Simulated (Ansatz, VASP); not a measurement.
## TaSi2 in VASP and in Ansatz

```
Ta Si
1.0
    -4.80571    0.00000    0.00000
    -2.40285   -4.16186    0.00000
     0.00000    0.00000   13.19469
Ta Si
6 12
Direct
  0.50000 0.00000 0.25000
  0.50000 0.00000 0.75000
  0.00000 0.50000 0.41667
  0.00000 0.50000 0.91667
  0.50000 0.50000 0.08333
  0.50000 0.50000 0.58333
  0.15892 0.68216 0.25000
  0.15892 0.68216 0.75000
  0.31784 0.84108 0.41667
  0.31784 0.84108 0.91667
  0.15892 0.15892 0.08333
  0.15892 0.15892 0.58333
  0.84108 0.31784 0.25000
  0.84108 0.31784 0.75000
  0.68216 0.15892 0.41667
  0.68216 0.15892 0.91667
  0.84108 0.84108 0.08333
  0.84108 0.84108 0.58333
```

Alike in both runs: task single point; functional PBE; k mesh 9 × 9 × 3; occupations gaussian, width 0.15 eV; no spin polarisation.

```csv
,VASP,Ansatz
version,VASP 6.6.1,Ansatz 0.2.0
potentials or method,"VASP PAW PBE potentials, release 64 (Ta_pv, Si), cutoff 520 eV","scalar-relativistic, plane waves, PAW"
valence electrons in the cell,114,126
```

Ansatz gave:

- gap on the k mesh at the Fermi level (eV): none
- pressure (GPa): 0.0
- traceless stress, the component that is largest in VASP (GPa): 0.09
- rms of the force components (eV/Å): 0.004

Q: Which values does VASP return?

A: gap on the k mesh at the Fermi level (eV): none; pressure (GPa): 0.1; traceless stress, the component that is largest in VASP (GPa): 0.09; rms of the force components (eV/Å): 0.002.

Atom by atom the forces differ by 0.002 eV/Å (rms over components). A gap of «none» marks a metal or a gap that the smearing closes. VASP's potentials hold 114 valence electrons a cell and Ansatz's 126, so a difference there can come from the potentials and not from the codes.

Neither program's run includes spin-orbit coupling.
